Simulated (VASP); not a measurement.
Crystal: Ge3Te2S.

```xyz
6
Lattice="6.3391 0.0000 0.0000 -3.1696 5.4898 0.0000 0.0000 0.0000 5.0426" Properties=species:S:1:pos:R:3 pbc="T T T"
Ge   -1.5848    2.7449    4.9529
Ge    3.1696    0.0000    4.9529
Ge    1.5848    2.7449    4.9529
Te    3.1696    1.8299    2.9445
Te    0.0000    3.6599    2.9445
S     0.0000    0.0000    0.2798
```

The cell was generated, and may not be a known phase.

* Program: VASP 6.6.1
* Task: relaxation of cell and atoms
* Functional: PBE
* Potentials or basis: VASP PAW PBE potentials, release 64 (Ge_d, Te, S)
* Cutoff: 600 eV
* k mesh: 6 × 6 × 8
* Occupations: gaussian, width 0.1 eV
* Spin: no spin polarisation

At the start: pressure 0.1 GPa; volume 29.25 Å³/atom.

Problem. How do energy, volume and symmetry change on relaxing?

Solution. Over 48 steps the energy falls by 7.5 meV/atom and the volume is 32.14 Å³/atom (+9.9 %); space group P6mm (No. 183, to 0.1 Å) before and after.

Step by step:
```
step  energy change (eV)  largest force (eV/Å)  pressure (GPa)  volume (Å³)
   1              0.0000                0.0193            0.12       175.49
   3             -0.0046                0.1799           -0.27       176.47
   5             -0.0116                0.1546            0.06       175.75
   7             -0.0124                0.1387            0.20       175.47
   9             -0.0208                0.0497            0.50       177.64
  11             -0.0227                0.1097            0.56       179.00
  13             -0.0303                0.0941            0.11       183.98
  15             -0.0311                0.1073           -0.07       186.37
  17             -0.0344                0.0958           -0.17       186.68
  19             -0.0351                0.1314           -0.26       186.91
  21             -0.0376                0.0768            0.05       186.02
  23             -0.0381                0.0718            0.13       185.98
  25             -0.0409                0.0479            0.16       187.37
  27             -0.0427                0.0666            0.14       189.60
  29             -0.0428                0.0603           -0.24       192.27
  31             -0.0434                0.0010           -0.07       191.02
  33             -0.0440                0.0136           -0.06       190.95
  35             -0.0443                0.0361           -0.03       190.83
  37             -0.0444                0.0083            0.05       190.69
  39             -0.0447                0.0051            0.06       191.36
  41             -0.0449                0.0074            0.00       192.62
  43             -0.0449                0.0080           -0.04       192.85
  45             -0.0450                0.0129           -0.02       192.92
  47             -0.0451                0.0169           -0.02       192.96
  48             -0.0451                0.0091            0.02       192.86
```

Final structure:
```yaml
crystal:
  lattice:
    - [6.29536, 0.00000, 0.00000]
    - [-3.14768, 5.45194, 0.00000]
    - [0.00000, 0.00000, 5.61916]
  atoms:
    - { symbol: Ge, position: [0.00000, 0.50000, 0.97032] }
    - { symbol: Ge, position: [0.50000, 0.00000, 0.97032] }
    - { symbol: Ge, position: [0.50000, 0.50000, 0.97032] }
    - { symbol: Te, position: [0.66667, 0.33333, 0.61440] }
    - { symbol: Te, position: [0.33333, 0.66667, 0.61440] }
    - { symbol: S, position: [0.00000, 0.00000, 0.03023] }
```
